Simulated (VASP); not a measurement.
Write the native input for VASP 6.6.1 that does the following.

| Quantity | Value |
| --- | --- |
| Task | single point |
| Functional | PBEsol |
| Potentials or basis | VASP PAW PBE potentials, release 64 (In_d, Se) |
| Cutoff | 520 eV |
| k mesh | 8 × 8 × 2 |
| Occupations | fermi-dirac, width 0.05 eV |
| Spin | no spin polarisation |
| Dipole correction | no |
| Further INCAR settings | ALGO = Normal; EDIFF = 1e-07; NBANDS = 48 |

The structure of InSe lies in POSCAR:

```
InSe
1.0
    4.0473293151      0.0000000000      0.0000000000
   -2.0236646576      3.5050900044      0.0000000000
    0.0000000000      0.0000000000     18.0520649100
In Se
4 4
Direct
    0.3333333333      0.6666666667      0.0773904900
    0.3333333333      0.6666666667      0.9226095100
    0.0000000000      0.0000000000      0.4226063200
    0.0000000000      0.0000000000      0.5773936800
    0.3333333333      0.6666666667      0.3529842800
    0.3333333333      0.6666666667      0.6470157200
    0.6666666667      0.3333333333      0.1469999300
    0.6666666667      0.3333333333      0.8530000700
```

One way to write it, as run:

INCAR

```
SYSTEM = InSe
ALGO = Normal
EDIFF = 1E-7
ENCUT = 520
GGA = PS
ISIF = 2
ISMEAR = -1
LASPH = .True.
LCHARG = .True.
LELF = .True.
LREAL = .False.
LVHAR = .True.
LWAVE = .False.
NBANDS = 48
NELM = 100
PREC = Accurate
SIGMA = 0.05
```

KPOINTS

```
k-points
0
Gamma
  8 8 2
  0 0 0
```

Potentials or basis: VASP PAW PBE potentials, release 64 (In_d, Se).

Launch:

```bash
$ cat potpaw_PBE.64/In_d/POTCAR potpaw_PBE.64/Se/POTCAR > POTCAR
$ mpirun -np 1 vasp_std > vasp.out
```

Results of the run:

| Quantity | Value |
| --- | --- |
| Pressure | -0.7 GPa |
| Largest force | 0.081 eV/Å |
| Band gap on the k mesh | 0.63 eV, direct |

Caveat: the PAW data sets were made with another functional, which shifts forces and pressure a little; spin-orbit coupling is left out, which moves the levels of the heavy elements; this functional lacks dispersion, which binds the layers, so the pressure and a relaxed spacing across them are unreliable.

Wall time 14 min on 1 thread of Intel Xeon 8259CL, with other jobs on the host, peak memory 0.46 GiB.
